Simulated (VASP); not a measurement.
Wanted: the native input for a VASP 6.6.1 run.

- Task: single point
- Functional: PBEsol
- Potentials or basis: VASP PAW PBE potentials, release 64 (Al, N)
- Cutoff: 520 eV
- k mesh: 10 × 10 × 10
- Occupations: gaussian, width 0.05 eV
- Spin: no spin polarisation
- Dipole correction: no
- Further INCAR settings: ALGO = Normal; EDIFF = 1e-07; NBANDS = 11

The structure of AlN lies in POSCAR:

```
AlN
1.0
   -0.1675181898      2.0444297388      2.0444297388
    2.0444297388     -0.1675181898      2.0444297388
    2.0444297388      2.0444297388     -0.1675181898
Al N
1 1
Direct
    0.5000000000      0.5000000000      0.5000000000
    0.0000000000      0.0000000000      0.0000000000
```

These files were run (other wordings do the same):

INCAR

```
ALGO = Normal
EDIFF = 1E-7
ENCUT = 520
GGA = PS
ISIF = 2
ISMEAR = 0
LASPH = True
LCHARG = False
LREAL = False
LWAVE = False
NBANDS = 11
NELM = 80
PREC = Accurate
SIGMA = 0.05
```

KPOINTS

```
k-points
0
Gamma
  10 10 10
```

Potentials or basis: VASP PAW PBE potentials, release 64 (Al, N).

The run is started by

```console
$ cat potpaw_PBE.64/Al/POTCAR potpaw_PBE.64/N/POTCAR > POTCAR
$ mpirun -np 1 vasp_std > vasp.out
```

Results of the run:

The pressure is -27.9 GPa and the band gap on the k mesh is 1.83 eV, indirect (least direct gap 2.46 eV).

Caveat: the PAW data sets were made with another functional, which shifts forces and pressure a little.

It took 25 s on 1 thread of Intel Xeon 8259CL, on a shared host, peak memory 0.14 GiB.
